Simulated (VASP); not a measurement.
Crystal: Cd.

```xyz
2
Lattice="2.9789 0.0000 0.0000 -1.4894 2.5798 0.0000 0.0000 0.0000 5.6177" Properties=species:S:1:pos:R:3 pbc="T T T"
Cd    0.0000    1.7199    1.4044
Cd    1.4894    0.8599    4.2132
```

```yaml
Program: VASP 6.6.1
Task: relaxation of cell and atoms
Functional: RPBE
Potentials_or_basis: VASP PAW PBE potentials, release 64 (Cd)
Cutoff: 600 eV
k_mesh: 14 × 14 × 8
Occupations: methfessel-paxton, width 0.001 eV
Spin: no spin polarisation
```

At the start: pressure 5.9 GPa; volume 21.59 Å³/atom.

**Question.** How do energy, volume and symmetry change on relaxing?

**Answer.** Over 15 steps the energy falls by 46.1 meV/atom and the volume is 24.31 Å³/atom (+12.6 %); space group P6_3/mmc (No. 194, to 0.1 Å) before and after.

Step by step:
| step | energy change (eV) | largest force (eV/Å) | pressure (GPa) | volume (Å³) |
| --- | --- | --- | --- | --- |
| 1 | 0.0000 | 0.0000 | 5.92 | 43.17 |
| 2 | -0.0920 | 0.0000 | 0.20 | 48.34 |
| 3 | -0.0921 | 0.0000 | -0.04 | 48.65 |
| 4 | -0.0921 | 0.0000 | 0.05 | 48.54 |
| 5 | -0.0921 | 0.0000 | 0.03 | 48.55 |
| 6 | -0.0921 | 0.0000 | 0.04 | 48.56 |
| 7 | -0.0921 | 0.0000 | 0.03 | 48.57 |
| 8 | -0.0921 | 0.0000 | 0.01 | 48.60 |
| 9 | -0.0921 | 0.0000 | 0.01 | 48.61 |
| 10 | -0.0921 | 0.0000 | 0.00 | 48.62 |
| 11 | -0.0921 | 0.0000 | 0.00 | 48.62 |
| 12 | -0.0921 | 0.0000 | 0.00 | 48.61 |
| 13 | -0.0921 | 0.0000 | 0.00 | 48.61 |
| 14 | -0.0921 | 0.0000 | 0.01 | 48.61 |
| 15 | -0.0921 | 0.0000 | 0.00 | 48.62 |

Final structure:
```
Cd
1.0
     3.12287    0.00000    0.00000
    -1.56144    2.70449    0.00000
     0.00000    0.00000    5.75714
Cd
2
Direct
  0.33333 0.66667 0.25000
  0.66667 0.33333 0.75000
```

Caveat: the PAW data sets were made with another functional, which shifts forces and pressure a little.
